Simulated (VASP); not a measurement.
# La2O (P3m1) in VASP: relaxation of cell and atoms with PBE

Aim: the relaxation of cell and atoms of La2O with PBE.

Program: VASP 6.6.1. These are calculated values, not measurements. Logs are shortened: lines on timing, memory, paths and dates and some standing lists are left out, and cuts for length are marked.

**1. The cell of the first run**

It takes space group P3m1 (No. 156, trigonal). The conventional cell has a = 4.955 Å, b = 4.955 Å, c = 4.073 Å, α = 90.00°, β = 90.00°, γ = 120.00°. La (site symmetry 3m) has 2 O at 2.00 to 2.08 Å within 2.6 Å. Within 4.1 Å of La (site symmetry 3m) lie 3 O at 2.97 Å and 8 La at 3.10 to 4.07 Å. Within 2.6 Å of O (site symmetry 3m) lie 2 La at 2.00 to 2.08 Å.

The cell was built from a structure type or drawn by symmetry, and may not be a known phase.

**2. Relaxation of cell and atoms, PBE**

INCAR

```
  PREC = Accurate
  ENCUT = 600
  EDIFF = 1E-6
  ISMEAR = 0
  SIGMA = 0.2
  LREAL = False
  LASPH = True
  NELM = 100
  ALGO = Normal
  ISIF = 3
  LWAVE = False
  LCHARG = False
  GGA = PE
  IBRION = 2
  NSW = 36
  EDIFFG = -0.08
```

KPOINTS

```
Automatic mesh
0
Gamma
  5 5 5
```

POSCAR

```
La2O
1.0
    4.9547060000      0.0000000000      0.0000000000
   -2.4773530000      4.2909012600      0.0000000000
    0.0000000000      0.0000000000      4.0732941400
La O
2 1
Direct
    0.6666666700      0.3333333300      0.2235816300
    0.3333333300      0.6666666700      0.5188635100
    0.6666666700      0.3333333300      0.7141163300
```

Potentials or basis: VASP PAW PBE potentials, release 64 (La, O).

Launch:

```bash
> cat potpaw_PBE.64/La/POTCAR potpaw_PBE.64/O/POTCAR > POTCAR
> mpirun -np 1 vasp_std > vasp.out
```

OUTCAR:

```text
PREC = Accurate
   ENCUT = 600
   EDIFF = 1E-6
   ISMEAR = 0
   LREAL = False
   LASPH = True
   NELM = 100
   ISIF = 3
   GGA = PE
   IBRION = 2
   NSW = 36
   EDIFFG = -0.08

 ion  position               nearest neighbor table
   1  0.667  0.333  0.224-   3 2.00   3 2.08   2 3.10   2 3.10   2 3.10
   2  0.333  0.667  0.519-   1 3.10   1 3.10   1 3.10
   3  0.667  0.333  0.714-   1 2.00   1 2.08

  LATTYP: Found a hexagonal cell.
 ALAT       =     4.9547060000
 C/A-ratio  =     0.8221061229

  Lattice vectors:

 A1 = (   4.9547060000,   0.0000000000,   0.0000000000)
 A2 = (  -2.4773530000,   4.2909012600,   0.0000000000)
 A3 = (   0.0000000000,   0.0000000000,   4.0732941400)

Analysis of symmetry for initial positions (statically):
=====================================================================
 Subroutine PRICEL returns:
 Original cell was already a primitive cell.

 Routine SETGRP: Setting up the symmetry group for a
 hexagonal supercell.

 Subroutine GETGRP returns: Found  6 space group operations
 (whereof  6 operations were pure point group operations)
 out of a pool of 24 trial point group operations.

The static configuration has the point symmetry C_3v.

Analysis of symmetry for dynamics (positions and initial velocities):
=====================================================================
 Subroutine PRICEL returns:
 Original cell was already a primitive cell.

 Routine SETGRP: Setting up the symmetry group for a
 hexagonal supercell.

 Subroutine GETGRP returns: Found  6 space group operations
 (whereof  6 operations were pure point group operations)
 out of a pool of 24 trial point group operations.

The dynamic configuration has the point symmetry C_3v.

 Subroutine INISYM returns: Found  6 space group operations
 (whereof  6 operations are pure point group operations),
 and found     1 'primitive' translations

----------------------------------------------------------------------------------------

                                     Primitive cell

  volume of cell :      86.5989

  direct lattice vectors                    reciprocal lattice vectors
     4.954706000  0.000000000  0.000000000     0.201828322  0.116525636  0.000000000
    -2.477353000  4.290901260  0.000000000     0.000000000  0.233051273  0.000000000
     0.000000000  0.000000000  4.073294140     0.000000000  0.000000000  0.245501544

  length of vectors
     4.954706000  4.954705996  4.073294140     0.233051273  0.233051273  0.245501544

  position of ions in fractional coordinates (direct lattice)
     0.666666670  0.333333330  0.223581630
     0.333333330  0.666666670  0.518863510
     0.666666670  0.333333330  0.714116330

  ion indices of the primitive-cell ions
   primitive index   ion index
                 1           1
                 2           2
                 3           3

----------------------------------------------------------------------------------------

 KPOINTS: Automatic mesh

Automatic generation of k-mesh.
 Grid dimensions read from file:
 generate k-points for:    5    5    5

 Generating k-lattice:

  Cartesian coordinates                     Fractional coordinates (reciprocal lattice)
     0.040365664  0.023305127  0.000000000     0.200000000  0.000000000  0.000000000
     0.000000000  0.046610255  0.000000000     0.000000000  0.200000000  0.000000000
     0.000000000  0.000000000  0.049100309     0.000000000  0.000000000  0.200000000

  Length of vectors
     0.046610255  0.046610255  0.049100309

  Shift w.r.t. Gamma in fractional coordinates (k-lattice)
     0.000000000  0.000000000  0.000000000

 Subroutine IBZKPT returns following result:
 ===========================================

 Found     19 irreducible k-points:

 Following reciprocal coordinates:
            Coordinates               Weight
  0.000000  0.000000  0.000000      1.000000
  0.200000 -0.000000  0.000000      6.000000
  0.400000 -0.000000  0.000000      6.000000
  0.200000  0.200000  0.000000      6.000000
  0.400000  0.200000  0.000000      6.000000
  0.000000  0.000000  0.200000      2.000000
[... 11 lines left out ...]
  0.200000  0.200000  0.400000     12.000000
  0.400000  0.200000  0.400000     12.000000
   k-points           NKPTS =     19   k-points in BZ     NKDIM =     19   number of bands    NBANDS=     18
   number of dos      NEDOS =    301   number of ions     NIONS =      3
   total plane-waves  NPLWV =  57600
   dimension x,y,z NGX =    40 NGY =   40 NGZ =   36
   dimension x,y,z NGXF=    80 NGYF=   80 NGZF=   72
   ions per type =               2   1
   NGX,Y,Z   is equivalent  to a cutoff of  13.42, 13.42, 14.69 a.u.
   NGXF,Y,Z  is equivalent  to a cutoff of  26.84, 26.84, 29.39 a.u.
 SYSTEM =  unknown system
   PREC   = accura    normal or accurate (medium, high low for compatibility)
   ISTART =      0    job   : 0-new  1-cont  2-samecut
   ICHARG =      2    charge: 1-file 2-atom 10-const
   ISPIN  =      1    spin polarized calculation?
   LNONCOLLINEAR =      F non collinear calculations
   LSORBIT =      F    spin-orbit coupling
   LASPH  =      T    aspherical Exc in radial PAW
   ENCUT  =  600.0 eV  44.10 Ry    6.64 a.u.   9.90  9.90  8.14*2*pi/ulx,y,z
   NELM   =    100;   NELMIN=  2; NELMDL= -5     # of ELM steps
   EDIFF  = 0.1E-05   stopping-criterion for ELM
   LREAL  =      F    real-space projection
   EDIFFG = -.8E-01   stopping-criterion for IOM
   NSW    =     36    number of steps for IOM
   IBRION =      2    ionic relax: 0-MD 1-quasi-New 2-CG
   NFREE  =      1    steps in history (QN), initial steepest desc. (CG)
   ISIF   =      3    stress and relaxation
   ISYM   =      2    0-nonsym 1-usesym 2-fastsym
   POTIM  = 0.5000    time-step for ionic-motion
   TEBEG  =    0.0;   TEEND  =   0.0 temperature during run
   PSTRESS=    0.0 pullay stress
   NELECT =      28.0000    total number of electrons
   NUPDOWN=      -1.0000    fix difference up-down
   EMIN   =  10.00;   EMAX   =-10.00  energy-range for DOS
   EFERMI =   0.00;   METHOD = LEGACY
   ISMEAR =     0;   SIGMA  =   0.20  broadening in eV -4-tet -1-fermi 0-gaus
   EFERMI_NEDOS =   21; number of points for ismear=-14 and -15
   IALGO  =     38    algorithm
   IMIX   =      4    mixing-type and parameters
     AMIX     =   0.40;   BMIX     =  1.00
     AMIX_MAG =   1.60;   BMIX_MAG =  1.00
  volume/ion in A,a.u.               =      28.87       194.80
  Fermi-wavevector in a.u.,A,eV,Ry     =   1.123630  2.123353 17.177969  1.262545
  Thomas-Fermi vector in A             =   2.260298
   LORBIT       =      0    0 simple, 1 ext, 2 COOP (PROOUT), +10 PAW based schemes
   GGA     = PE    functional components
   LHFCALC =     F    Hartree Fock is set to
   AEXX    =    0.0000 exact exchange contribution
   IVDW    =     0    specifies the selected vdW correction
   LEPSILON=     F    determine dielectric tensor
   LRPA    =     F    only Hartree local field effects (RPA)
 conjugate gradient relaxation of ions
 non-spin polarized calculation
 Gauss-broadening in eV      SIGMA  =   0.20
  energy-cutoff  :      600.00
  volume of cell :       86.60
 maximum number of plane-waves:      2898
 NGX is ok and might be reduce to    40
   NGX = 19   NGY = 19   NGZ = 17

--------------------------------------- Ionic step        1  -------------------------------------------

 number of electron      28.0000001 magnetization

 Free energy of the ion-electron system (eV)
  ---------------------------------------------------
  ext. energy  EPLUGINS =         0.00000000
  ---------------------------------------------------
  free energy    TOTEN  =       -16.92205750 eV

  energy without entropy =      -16.85969936  energy(sigma->0) =      -16.89087843

------------------------ aborting loop because EDIFF is reached ----------------------------------------

  FORCE on cell =-STRESS in cart. coord.  units (eV):
  Direction    XX          YY          ZZ          XY          YZ          ZX
  --------------------------------------------------------------------------------------
  -------------------------------------------------------------------------------------
  Total        0.0641408      0.0641408     17.7155598      0.0000000      0.0000000      0.0000000
  in kB        1.1866768      1.1866768    327.7579840      0.0000000      0.0000000      0.0000000
  external PRESSURE =     110.0437792 kB  Pullay stress =       0.0000000 kB
[... 92 lines left out ...]
  FREE ENERGIE OF THE ION-ELECTRON SYSTEM (eV)
  ---------------------------------------------------
  free  energy   TOTEN  =       -18.0892571554 eV

  energy  without entropy=      -18.0106355396  energy(sigma->0) =      -18.04994635

 E-fermi :   8.6811     XC(G=0): -10.0122

 val. band max:        8.6810491715   @ k =   0.4000   0.2000   0.4000
 cond. band min:       8.7158875369   @ k =   0.0000   0.2000   0.4000
 fundamental gap:      0.0348383654
 Fermi energy:         8.6811334010

 k-point     1 :       0.0000    0.0000    0.0000
  band No.  band energies     occupation
      1     -24.3583      2.00000
      2     -23.7083      2.00000
      3     -10.9434      2.00000
      4      -8.8072      2.00000
      5      -8.1305      2.00000
      6      -8.1305      2.00000
[... 10 lines left out ...]
     17       9.6509      0.00000
     18       9.6509      0.00000
[... 361 lines left out ...]
      2     -23.8824      2.00000
      3     -12.3766      2.00000
      4      -8.7227      2.00000
      5      -8.3166      2.00000
      6      -7.6296      2.00000
[... 10 lines left out ...]
     17      10.0884      0.00000
     18      10.2128      0.00000

[... ionic steps 4 to 17 ...]

--------------------------------------- Ionic step       18  -------------------------------------------

 number of electron      27.9999993 magnetization

------------------------ aborting loop because EDIFF is reached ----------------------------------------

  FORCE on cell =-STRESS in cart. coord.  units (eV):
  Direction    XX          YY          ZZ          XY          YZ          ZX
  --------------------------------------------------------------------------------------
  -------------------------------------------------------------------------------------
  Total       -0.0045167     -0.0045167     -0.0086209      0.0000000     -0.0000000      0.0000000
  in kB       -0.0898220     -0.0898220     -0.1714396      0.0000000     -0.0000000      0.0000000
  external PRESSURE =      -0.1170278 kB  Pullay stress =       0.0000000 kB
[... 59 lines left out ...]
  energy  without entropy=      -20.1029345170  energy(sigma->0) =      -20.13404224

--------------------------------------- Ionic step       20  -------------------------------------------

 number of electron      27.9999992 magnetization

 Free energy of the ion-electron system (eV)
  ---------------------------------------------------
  ext. energy  EPLUGINS =         0.00000000
  ---------------------------------------------------
  free energy    TOTEN  =       -20.16590479 eV

  energy without entropy =      -20.10380258  energy(sigma->0) =      -20.13485368

 E-fermi :   7.8328     XC(G=0):  -9.6646

 val. band max:        7.8197929526   @ k =   0.2000  -0.0000   0.4000
 cond. band min:       7.8405050226   @ k =   0.0000   0.2000   0.4000
 fundamental gap:      0.0207120700
 Fermi energy:         7.8328015333

 k-point     1 :       0.0000    0.0000    0.0000
  band No.  band energies     occupation
      1     -25.2729      2.00000
      2     -24.7483      2.00000
      3     -11.0705      2.00000
      4      -9.6330      2.00000
      5      -8.7514      2.00000
      6      -8.7514      2.00000
[... 10 lines left out ...]
     17       9.0746      0.00000
     18       9.0746      0.00000
[... 406 lines left out ...]
  FREE ENERGIE OF THE ION-ELECTRON SYSTEM (eV)
  ---------------------------------------------------
  free  energy   TOTEN  =       -20.1659047871 eV

  energy  without entropy=      -20.1038025764  energy(sigma->0) =      -20.13485368

 reached required accuracy - stopping structural energy minimisation
```

It took 7.9 min on 1 thread of Intel Xeon 6975P-C (Granite Rapids), shared host; peak memory 0.26 GiB.

Results:

```
Free energy                           : -20.1659 eV
Relaxed volume                        : 26.89 Å³/atom
Relaxed cell                          : a = 4.091 Å, b = 4.091 Å, c = 5.567 Å, α = 90.00°, β = 90.00°, γ = 120.00°
Space group after relaxing (to 0.1 Å) : P3m1 (No. 156)
Energy gained by relaxing             : 1081.3 meV/atom
Ionic steps                           : 20
Pressure after relaxing               : -0.1 GPa
Largest force after relaxing          : 0.068 eV/Å
Band gap on the k mesh                : zero (bands 14 and 15 overlap by 0.86 eV)
```

Forces in eV/Å, atoms in the order of the input:
```
La   0.000  0.000  0.023
La   0.000  0.000  0.044
O    0.000  0.000 -0.068
```

The path:
```csv
step,energy change (eV),largest force (eV/Å),pressure (GPa),volume (Å³)
1,0.0000,2.2441,11.00,86.60
2,-0.6445,2.1428,-9.00,111.50
3,-1.1672,2.1349,-4.01,99.48
4,-1.1694,2.1319,-3.64,98.95
5,-1.6835,1.9084,-3.11,92.52
6,-2.7734,1.0116,6.51,74.12
7,-3.0296,0.6444,4.96,75.13
8,-3.1082,1.0526,4.18,76.36
9,-3.1309,0.8243,4.23,76.03
10,-3.2106,0.3952,0.60,79.51
11,-3.2169,0.2817,-0.23,80.61
12,-3.2172,0.2485,-0.51,80.94
13,-3.2294,0.1735,-0.31,80.69
14,-3.2415,0.1203,0.47,80.04
15,-3.2415,0.1097,0.33,80.12
16,-3.2416,0.1097,0.33,80.11
17,-3.2415,0.1115,0.36,80.07
18,-3.2429,0.0913,-0.01,80.57
19,-3.2431,0.0831,-0.18,80.79
20,-3.2438,0.0676,-0.09,80.68
```

Final structure:
```
La O
1.0
     4.09091    0.00000    0.00000
    -2.04546    3.54284    0.00000
     0.00000    0.00000    5.56691
La O
2 1
Direct
  0.66667 0.33333 0.14757
  0.33333 0.66667 0.64971
  0.66667 0.33333 0.65929
```

Levels at points of the mesh, in eV from the Fermi level:
| k point | band 10 | band 11 | band 12 | band 13 | band 14 | band 15 | band 16 | band 17 | band 18 |
| --- | --- | --- | --- | --- | --- | --- | --- | --- | --- |
| (0.00, 0.00, 0.00) | -5.19 | -5.19 | -4.11 | -2.81 | 0.66 | 1.05 | 1.05 | 1.24 | 1.24 |

Caveat: a cell axis changed by over 15 % at a fixed basis, so the end point is rough; spin-orbit coupling is left out, which moves the levels of the heavy elements; the relaxation stopped at a loose force limit of 0.08 eV/Å, so its end isn't a converged minimum.
